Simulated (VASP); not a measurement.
Set up this calculation in VASP 6.6.1, as the native input.

- Task: single point
- Functional: PBE
- Potentials or basis: VASP PAW PBE potentials, release 64 (Sb, Se)
- Cutoff: 520 eV
- k mesh: 6 × 6 × 6
- Occupations: gaussian, width 0.1 eV
- Spin: no spin polarisation
- Dipole correction: no
- Further INCAR settings: ALGO = Normal; EDIFF = 1e-06; NBANDS = 20

The structure of SbSe3 lies in POSCAR:

```
SbSe3
1.0
   -2.2856572251      2.2856572251      5.1056239314
    2.2856572251     -2.2856572251      5.1056239314
    2.2856572251      2.2856572251     -5.1056239314
Sb Se
1 3
Direct
    0.0000000000      0.0000000000      0.0000000000
    0.5000000000      0.5000000000      0.0000000000
    0.2500000000      0.7500000000      0.5000000000
    0.7500000000      0.2500000000      0.5000000000
```

One way to write it, as run:

INCAR

```
SYSTEM = SbSe3
PREC = Accurate ; ENCUT = 520
EDIFF = 1E-6 ; ISMEAR = 0
SIGMA = 0.1 ; LREAL = .FALSE.
LASPH = .TRUE. ; NELM = 80
ALGO = Normal ; ISIF = 2
LWAVE = .FALSE. ; LCHARG = .FALSE.
GGA = PE ; NBANDS = 20
```

KPOINTS

```
Automatic mesh
0
G
  6 6 6
  0 0 0
```

Potentials or basis: VASP PAW PBE potentials, release 64 (Sb, Se).

Launch:

```sh
$ cat potpaw_PBE.64/Sb/POTCAR potpaw_PBE.64/Se/POTCAR > POTCAR
$ mpirun -np 1 vasp_std > vasp.out
```

Results of the run:

The pressure is -8.0 GPa and the band gap on the k mesh is zero (an odd number of electrons rules out a gap without spin polarisation).

Caveat: the cell stands under tension; spin-orbit coupling is left out, which moves the levels of the heavy elements.

Run time: 40 s on 1 thread of Intel(R) Xeon(R) 6975P-C (Granite Rapids), with other jobs on the host, peak memory 0.33 GiB.
